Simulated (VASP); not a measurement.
# Cr (P6_3/mmc) in VASP: further runs, part 2 of 2

VASP 6.6.1. The steps go on from the part before.

**3. Single point, PBEsol, collinear spin, ferromagnetic start (volume scaled by 1.06)**

Contents of INCAR:

```
PREC = Accurate
ENCUT = 520
EDIFF = 1E-6
ISMEAR = -1
SIGMA = 0.05
LREAL = F
LASPH = T
NELM = 150
ALGO = Normal
ISIF = 2
LWAVE = F
LCHARG = F
ISPIN = 2
MAGMOM = 3 3
LORBIT = 11
LMAXMIX = 4
GGA = PS
NBANDS = 23
```

Contents of KPOINTS:

```
regular mesh
0
Gamma
  11 11 6
```

Contents of POSCAR:

```
Cr
1.0
    2.7672292001      0.0000000000      0.0000000000
   -1.3836146000      2.3964907854      0.0000000000
    0.0000000000      0.0000000000      4.4964925469
Cr
2
Direct
    0.6666666667      0.3333333333      0.7500000000
    0.3333333333      0.6666666667      0.2500000000
```

Potentials or basis: VASP PAW PBE potentials, release 64 (Cr_pv).

On the command line:

```sh
$ cat potpaw_PBE.64/Cr_pv/POTCAR > POTCAR
$ mpirun -np 1 vasp_std > vasp.out
```

OUTCAR:

```text
PREC = Accurate
   ENCUT = 520
   EDIFF = 1E-6
   ISMEAR = -1
   LREAL = F
   LASPH = T
   NELM = 150
   ISIF = 2
   ISPIN = 2
   LORBIT = 11
   GGA = PS

 ion  position               nearest neighbor table
   1  0.667  0.333  0.750-   2 2.76   2 2.76   2 2.76   2 2.76   2 2.76   2 2.76
   2  0.333  0.667  0.250-   1 2.76   1 2.76   1 2.76   1 2.76   1 2.76   1 2.76

  LATTYP: Found a hexagonal cell.
 ALAT       =     2.7672292001
 C/A-ratio  =     1.6249078850

  Lattice vectors:

 A1 = (   2.7672292001,   0.0000000000,   0.0000000000)
 A2 = (  -1.3836146000,   2.3964907854,   0.0000000000)
 A3 = (   0.0000000000,   0.0000000000,   4.4964925469)

Analysis of symmetry for initial positions (statically):
=====================================================================
 Subroutine PRICEL returns:
 Original cell was already a primitive cell.

 Routine SETGRP: Setting up the symmetry group for a
 hexagonal supercell.

 Subroutine GETGRP returns: Found 24 space group operations
 (whereof 12 operations were pure point group operations)
[... 815 lines left out ...]

 spin component 2

 k-point     1 :       0.0000    0.0000    0.0000
  band No.  band energies     occupation
      1     -34.8426      1.00000
      2     -34.4836      1.00000
      3     -34.4836      1.00000
      4     -34.4292      1.00000
      5     -34.4268      1.00000
      6     -34.4268      1.00000
[... 613 lines left out ...]
     22      20.3557      0.00000
     23      22.1662      0.00000

 [... further k-points ...]
[... 5 lines left out ...]
  --------------------------------------------------------------------------------------
  -------------------------------------------------------------------------------------
  Total       -6.4308138     -6.4308138     -6.3242895     -0.0000000     -0.0000000      0.0000000
  in kB     -345.5268076   -345.5268076   -339.8032678     -0.0000000     -0.0000000      0.0000000
  external PRESSURE =    -343.6189610 kB  Pullay stress =       0.0000000 kB

 VOLUME and BASIS-vectors are now :
 -----------------------------------------------------------------------------
  energy-cutoff  :      520.00
  volume of cell :       29.82
      direct lattice vectors                 reciprocal lattice vectors
     2.767229200  0.000000000  0.000000000     0.361372307  0.208638399  0.000000000
    -1.383614600  2.396490785  0.000000000     0.000000000  0.417276797  0.000000000
     0.000000000  0.000000000  4.496492547     0.000000000  0.000000000  0.222395565

 POSITION                                       TOTAL-FORCE (eV/Angst)
 -----------------------------------------------------------------------------------
      1.38361      0.79883      3.37237        -0.000000      0.000000      0.000000
     -0.00000      1.59766      1.12412         0.000000      0.000000      0.000000
 -----------------------------------------------------------------------------------
    total drift:                               -0.000000      0.000000     -0.000000

  FREE ENERGIE OF THE ION-ELECTRON SYSTEM (eV)
  ---------------------------------------------------
  free  energy   TOTEN  =       -18.5597469632 eV

  energy  without entropy=      -18.5253245513  energy(sigma->0) =      -18.54253576

 total charge

# of ion       s       p       d       tot
------------------------------------------
    1        0.359   6.257   4.014  10.631
    2        0.359   6.257   4.014  10.631
--------------------------------------------------
tot          0.719  12.514   8.029  21.262

 magnetization (x)

# of ion       s       p       d       tot
------------------------------------------
    1        0.000   0.027   1.118   1.146
    2        0.000   0.027   1.118   1.146
--------------------------------------------------
tot          0.000   0.054   2.237   2.291
```

It took 46 s on 1 thread of Intel Xeon Platinum 8488C (Sapphire Rapids), shared host; peak memory 0.2 GiB.

Results:

- Free energy: -18.5597 eV
- Pressure: -34.4 GPa
- Net moment: 2.48 μB per cell
- Site moments: Cr +1.15 μB
- Valence electrons inside the program's atomic spheres: Cr 10.63

Levels at points of the mesh, in eV from the Fermi level:
Spin up:
```csv
k point,band 9,band 10,band 11,band 12,band 13,band 14,band 15,band 16,band 17,band 18
"(0.00, 0.00, 0.00)",-0.79,-0.79,-0.75,-0.46,-0.46,-0.08,-0.08,0.23,1.05,1.05
"(0.00, 0.00, 0.50)",-1.20,-1.20,-0.85,-0.85,-0.85,-0.85,0.74,0.74,0.74,0.74
```
Spin down:
| k point | band 8 | band 9 | band 10 | band 11 | band 12 | band 13 |
| --- | --- | --- | --- | --- | --- | --- |
| (0.00, 0.00, 0.00) | -2.84 | 0.13 | 0.23 | 0.23 | 0.59 | 0.59 |
| (0.00, 0.00, 0.50) | -4.70 | -0.41 | -0.41 | 0.18 | 0.18 | 0.18 |

Caveat: the cell differs from its parent crystal (volume scaled by 1.06); the PAW data sets were made with another functional, which shifts forces and pressure a little.

**4. Single point, LDA, collinear spin, ferromagnetic start**

This run uses another cell than the first one, of 14.07 Å³/atom, 0.962 times its volume.

Contents of INCAR:

```
PREC     = Accurate       # precision mode
ENCUT    = 520            # plane-wave cutoff, eV
EDIFF    = 1E-6           # SCF threshold, eV
ISMEAR   = -1             # smearing method
SIGMA    = 0.05           # smearing width, eV
LREAL    = F              # projectors in reciprocal space
LASPH    = T              # aspherical terms in the spheres
NELM     = 150            # most SCF steps
ALGO     = Normal         # electronic algorithm
ISIF     = 2              # what is computed and relaxed
LWAVE    = F              # write WAVECAR
LCHARG   = F              # write CHGCAR
ISPIN    = 2              # spin polarisation
MAGMOM   = 3 3            # initial moments
LORBIT   = 11             # projections on sites
LMAXMIX  = 4              # l up to which the mixer works
NBANDS   = 23             # bands
```

Contents of KPOINTS:

```
Automatic mesh
0
Gamma
  11 11 6
```

Contents of POSCAR:

```
Cr
1.0
    2.7140000000      0.0000000000      0.0000000000
   -1.3570000000      2.3503929459      0.0000000000
    0.0000000000      0.0000000000      4.4100000000
Cr
2
Direct
    0.6666666667      0.3333333333      0.7500000000
    0.3333333333      0.6666666667      0.2500000000
```

Potentials or basis: VASP PAW LDA potentials, release 64 (Cr_pv).

On the command line:

```sh
$ cat potpaw_LDA.64/Cr_pv/POTCAR > POTCAR
$ mpirun -np 1 vasp_std > vasp.out
```

Wall time 65 s (1 thread of AMD EPYC 7R13 (Zen 3), shared host); peak memory 0.14 GiB.

It converged, with:

* Free energy: -19.4662 eV
* Pressure: -38.9 GPa
* Net moment: 0.47 μB per cell
* Site moments: Cr +0.22 μB
* Valence electrons inside the program's atomic spheres: Cr 10.73

Stress tensor (GPa, compression positive):
```
-41.66   0.00   0.00
  0.00 -41.66   0.00
  0.00   0.00 -33.45
```

Levels at points of the mesh, in eV from the Fermi level:
Spin up:
| k point | band 9 | band 10 | band 11 | band 12 | band 13 | band 14 | band 15 | band 16 |
| --- | --- | --- | --- | --- | --- | --- | --- | --- |
| (0.00, 0.00, 0.00) | -0.39 | -0.39 | -0.39 | -0.02 | -0.02 | 0.43 | 0.43 | 0.62 |
| (0.00, 0.00, 0.50) | -0.90 | -0.90 | -0.45 | -0.45 | -0.45 | -0.45 | 1.33 | 1.33 |
Spin down:
| k point | band 9 | band 10 | band 11 | band 12 | band 13 | band 14 | band 15 | band 16 |
| --- | --- | --- | --- | --- | --- | --- | --- | --- |
| (0.00, 0.00, 0.00) | -0.24 | -0.22 | -0.22 | 0.16 | 0.16 | 0.62 | 0.62 | 0.70 |
| (0.00, 0.00, 0.50) | -0.75 | -0.75 | -0.28 | -0.28 | -0.28 | -0.28 | 1.53 | 1.53 |

**5. Relaxation of cell and atoms, RPBE, collinear spin, ferromagnetic start**

This run uses another cell than the first one, of 14.07 Å³/atom, 0.962 times its volume.

Contents of INCAR:

```
  PREC = Accurate
  ENCUT = 600
  EDIFF = 1E-6
  ISMEAR = -1
  SIGMA = 0.05
  LREAL = False
  LASPH = True
  NELM = 150
  ALGO = Normal
  ISIF = 3
  LWAVE = False
  LCHARG = False
  ISPIN = 2
  MAGMOM = 3 3
  LORBIT = 11
  LMAXMIX = 4
  GGA = RP
  IBRION = 2
  NSW = 60
  EDIFFG = -0.01
```

Contents of KPOINTS:

```
regular mesh
0
Gamma
  11 11 6
```

POSCAR is that of step 4.

Potentials or basis: VASP PAW PBE potentials, release 64 (Cr_pv).

On the command line:

```sh
$ cat potpaw_PBE.64/Cr_pv/POTCAR > POTCAR
$ mpirun -np 1 vasp_std > vasp.out
```

Wall time 4.9 min (1 thread of AMD EPYC 9R45 (Zen 5), shared host); peak memory 0.19 GiB.

The run converged. Its results:

* Free energy: -17.2021 eV
* Relaxed volume: 12.15 Å³/atom
* Relaxed cell: a = 2.498 Å, b = 2.498 Å, c = 4.496 Å, α = 90.00°, β = 90.00°, γ = 120.00°
* Space group after relaxing (to 0.05 Å): P6_3/mmc (No. 194)
* Energy gained by relaxing: 199.6 meV/atom
* Ionic steps: 12
* Pressure after relaxing: -0.1 GPa
* Band gap on the k mesh: zero (filled and empty bands overlap)
* Net moment: 0.00 μB per cell
* Valence electrons inside the program's atomic spheres: Cr 10.99

Step by step:
```
step  energy change (eV)  largest force (eV/Å)  pressure (GPa)  volume (Å³)
   1              0.0000                0.0000          -20.60        28.13
   2             -0.0268                0.0000           36.18        21.39
   3             -0.3064                0.0000           -0.24        24.27
   4             -0.3065                0.0000            0.48        24.19
   5             -0.3672                0.0000            3.77        23.85
   6             -0.3821                0.0000            6.27        23.63
   7             -0.3928                0.0000           -3.03        24.68
   8             -0.3992                0.0000            0.23        24.27
   9             -0.3992                0.0000            0.40        24.26
  10             -0.3992                0.0000            0.03        24.29
  11             -0.3992                0.0000            0.16        24.28
  12             -0.3992                0.0000           -0.12        24.30
```

Final structure:
```
CELL_PARAMETERS angstrom
2.49825 0.00000 0.00000
-1.24912 2.16355 0.00000
0.00000 0.00000 4.49587
ATOMIC_POSITIONS crystal
Cr 0.66667 0.33333 0.75000
Cr 0.33333 0.66667 0.25000
```

Levels at points of the mesh, in eV from the Fermi level:
Spin up:
```csv
k point,band 9,band 10,band 11,band 12,band 13,band 14,band 15,band 16
"(0.00, 0.00, 0.00)",-1.24,-0.37,-0.34,-0.34,-0.03,-0.03,1.06,1.06
"(0.00, 0.00, 0.50)",-1.62,-1.62,-0.31,-0.31,-0.31,-0.31,1.74,1.74
```
Spin down:
| k point | band 10 | band 11 | band 12 | band 13 | band 14 | band 15 |
| --- | --- | --- | --- | --- | --- | --- |
| (0.00, 0.00, 0.00) | -0.37 | -0.34 | -0.34 | -0.03 | -0.03 | 1.06 |
| (0.00, 0.00, 0.50) | -1.62 | -0.31 | -0.31 | -0.31 | -0.31 | 1.74 |

Caveat: the starting moments collapsed, and a magnetic state may lie lower; the PAW data sets were made with another functional, which shifts forces and pressure a little; the volume moved by -14 % from the deposited cell, more than functionals usually miss.

**6. Overview**

| level | potentials or basis | cell | gap on the mesh (eV) | pressure (GPa) | moment (μB) |
| --- | --- | --- | --- | --- | --- |
| PBEsol | VASP PAW PBE potentials, release 64 (Cr_pv) | a = 2.750, b = 2.750, c = 4.468 Å, angles 90.0, 90.0, 120.0°, 2 atoms | none | -34.1 | 2.16 |
| PBEsol | VASP PAW PBE potentials, release 64 (Cr_pv) | a = 2.767, b = 2.767, c = 4.496 Å, angles 90.0, 90.0, 120.0°, 2 atoms | none | -34.4 | 2.48 |
| LDA | VASP PAW LDA potentials, release 64 (Cr_pv) | a = 2.714, b = 2.714, c = 4.410 Å, angles 90.0, 90.0, 120.0°, 2 atoms | none | -38.9 | 0.47 |

Alike in all rows: task single point; spin collinear, ferromagnetic start; k mesh 11 × 11 × 6; cutoff (eV) 520; smearing fermi-dirac 0.05 eV.

Caveats: the PAW data sets were made with another functional, which shifts forces and pressure a little (some runs).

Absolute energies hang on the potentials; compare differences alone.
